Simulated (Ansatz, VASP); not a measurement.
Na3F4: VASP beside Ansatz

```
CELL_PARAMETERS angstrom
-2.82667 2.82667 2.82667
2.82667 -2.82667 2.82667
2.82667 2.82667 -2.82667
ATOMIC_POSITIONS crystal
Na 0.00000 0.50000 0.50000
Na 0.50000 0.00000 0.50000
Na 0.50000 0.50000 0.00000
F 0.50000 0.50000 0.50000
F 0.00000 0.00000 0.50000
F 0.00000 0.50000 0.00000
F 0.50000 0.00000 0.00000
```

Alike in both runs: functional PBE; k mesh 4 × 4 × 4; occupations gaussian, width 0.1 eV; collinear spin.

Ansatz relaxed the structure, and its values are those at the end. VASP's run is a single point on that final structure, the one shown.

|  | VASP | Ansatz |
| --- | --- | --- |
| version | VASP 6.6.1 | Ansatz 0.2.0 |
| potentials or method | VASP PAW PBE potentials, release 64 (Na_pv, F), cutoff 520 eV | scalar-relativistic, plane waves, PAW |
| valence electrons in the cell | 49 | 55 |

```tsv
	VASP	Ansatz	Ansatz less VASP
gap on the k mesh at the Fermi level (eV)	none	none	-
pressure (GPa)	-0.2	0.0	+0.23
net moment per atom (μB)	0.14	0.14	0.000
size of the moment on the site where the two differ most (μB)	0.23	0.25	+0.026
```

Site moments also hang on the region over which each program counts them. A gap of «none» marks a metal or a gap that the smearing closes. With one functional, cell and mesh, what is left measures potentials, basis and numerics. VASP's potentials hold 49 valence electrons a cell and Ansatz's 55, so a difference there can come from the potentials and not from the codes.

The k mesh is coarse, so the values compare programs but aren't converged.
